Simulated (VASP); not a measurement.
Runs of VASP 6.6.1 on B5Pt. The structure is that of space group F-43m (No. 216), or close to it. The cells are those of the table. 

| task | cell | k mesh | cutoff (eV) | gap on the mesh (eV) | pressure (GPa) | relaxed volume (Å³/atom) | largest force (eV/Å) |
| --- | --- | --- | --- | --- | --- | --- | --- |
| relaxation of cell and atoms | relaxed from a = 4.131 Å, angles 60.0°, 6 atoms | 12 × 12 × 12 | 600 | none | 0.0 | 8.25 | - |
| single point | a = 4.131 Å, angles 60.0°, 6 atoms | 6 × 6 × 6 | 520 | none | (a) | - | - |
| single point | a = 4.323 Å, angles 60.0°, 6 atoms | 6 × 6 × 6 | 520 | none | -21.3 | - | 0.71 |
| single point | a = 4.124 Å, angles 60.0°, 6 atoms | 12 × 12 × 12 | 520 | none | -0.2 | - | (b) |
| relaxation of cell and atoms | relaxed from a = 4.323 Å, angles 60.0°, 6 atoms | 6 × 6 × 6 | 600 | none | 0.0 | 8.30 | - |

Alike in all rows: level PBE; potentials or basis VASP PAW PBE potentials, release 64 (B, Pt); no spin polarisation; smearing gaussian 0.1 eV.

Q: Estimate the missing entries.

A: (a) -0.1; (b) 0.01.

Caveats: spin-orbit coupling is left out, which moves the levels of the heavy elements.

A k mesh can miss the band edges, and the runs leave out spin-orbit coupling on Pt.

A gap of «none» marks levels without a gap at the run's occupations.
